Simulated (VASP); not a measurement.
Runs of VASP 6.6.1 on Ir. The structure is that of space group Fm-3m (No. 225), or close to it. The cells are those of the table. 

| task | cell | k mesh for the DOS | occupations for the DOS | gap on the mesh (eV) | pressure (GPa) |
| --- | --- | --- | --- | --- | --- |
| single point | a = 2.370 Å, angles 60.0°, 1 atom | - | - | none | 410.4 |
| single point | a = 2.481 Å, angles 60.0°, 1 atom | - | - | none | 193.0 |
| single point | a = 2.695 Å, angles 60.0°, 1 atom | - | - | none | 2.6 |
| single point | a = 2.583 Å, angles 60.0°, 1 atom | - | - | none | (a) |

Alike in all rows: level LDA; potentials or basis VASP PAW LDA potentials, release 64 (Ir); no spin polarisation; k mesh 17 × 17 × 17; cutoff (eV) 520; smearing fermi-dirac 0.1 eV.

Task: Estimate the missing entries.

Result: (a) 75.7.

Caveats: spin-orbit coupling is left out, which moves the levels of the heavy elements.

A k mesh can miss the band edges, and the runs leave out spin-orbit coupling on Ir.

A gap of «none» marks levels without a gap at the run's occupations.
